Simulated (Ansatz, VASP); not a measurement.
One calculation of C, two programs

```
C
1.0
     2.46496    0.00000    0.00000
    -1.23248    2.13472    0.00000
     0.00000    0.00000    6.73772
C
4
Cartesian
  0.0000 0.0000 5.0533
  0.0000 0.0000 1.6844
  0.0000 1.4231 5.0533
  1.2325 0.7116 1.6844
```

Alike in both runs: functional PBE; dispersion D3(BJ); k mesh 21 × 21 × 6; occupations gaussian, width 0.3 eV; no spin polarisation.

Ansatz relaxed the structure, and its values are those at the end. VASP's run is a single point on that final structure, the one shown.

```csv
,VASP,Ansatz
version,VASP 6.6.1,Ansatz 0.2.0
potentials or method,"VASP PAW PBE potentials, release 64 (C), cutoff 600 eV","scalar-relativistic, plane waves, PAW"
valence electrons in the cell,16,16
```

```tsv
	VASP	Ansatz	Ansatz less VASP
gap on the k mesh at the Fermi level (eV)	none	none	-
pressure (GPa)	0.0	0.0	-0.01
```

A gap of «none» marks a metal or a gap that the smearing closes.
